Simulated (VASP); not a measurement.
Here is a VASP 6.6.1 calculation.

File POSCAR:

```
Ru
1.0
   -1.5724571100      1.5724571100      1.5724571100
    1.5724571100     -1.5724571100      1.5724571100
    1.5724571100      1.5724571100     -1.5724571100
Ru
1
Direct
    0.0000000000      0.0000000000      0.0000000000
```

File INCAR.step1:

```
PREC     = Accurate       # precision mode
ENCUT    = 520            # plane-wave cutoff, eV
ISMEAR   = -1             # smearing method
SIGMA    = 0.05           # smearing width, eV
LREAL    = False          # projectors in reciprocal space
LASPH    = True           # aspherical terms in the spheres
NELM     = 150            # most SCF steps
ISPIN    = 2              # spin polarisation
MAGMOM   = 1.333          # initial moments
LMAXMIX  = 4              # l up to which the mixer works
NBANDS   = 17             # bands
GGA      = PE             # functional
ALGO     = Normal         # electronic algorithm
EDIFF    = 1E-4           # SCF threshold, eV
LWAVE    = True           # write WAVECAR
LCHARG   = False          # write CHGCAR
```

File INCAR.step2:

```
PREC     = Accurate       # precision mode
ENCUT    = 520            # plane-wave cutoff, eV
EDIFF    = 1E-6           # SCF threshold, eV
ISMEAR   = -1             # smearing method
SIGMA    = 0.05           # smearing width, eV
LREAL    = False          # projectors in reciprocal space
LASPH    = True           # aspherical terms in the spheres
NELM     = 150            # most SCF steps
ALGO     = Normal         # electronic algorithm
ISIF     = 2              # what is computed and relaxed
LWAVE    = False          # write WAVECAR
LCHARG   = False          # write CHGCAR
ISPIN    = 2              # spin polarisation
MAGMOM   = 1.333          # initial moments
LORBIT   = 11             # projections on sites
LMAXMIX  = 4              # l up to which the mixer works
METAGGA  = R2SCAN         # meta-GGA
LMIXTAU  = True         
NBANDS   = 17             # bands
ISTART   = 1
```

Contents of KPOINTS:

```
regular mesh
0
Gamma
  16 16 16
```

Potentials or basis: VASP PAW PBE potentials, release 64 (Ru_pv).

The run is started by

```bash
$ cat potpaw_PBE.64/Ru_pv/POTCAR > POTCAR
$ cp INCAR.step1 INCAR
$ mpirun -np 1 vasp_std > vasp.out
$ cp INCAR.step2 INCAR
$ mpirun -np 1 vasp_std > vasp.out
```

(1) What does it give for the net moment?

(2) Estimate the pressure.

Answers

(1) 1.53 μB per cell.

(2) -14.1 GPa.

Caveat: the cell stands under tension; the PAW data sets were made with another functional, which shifts forces and pressure a little.
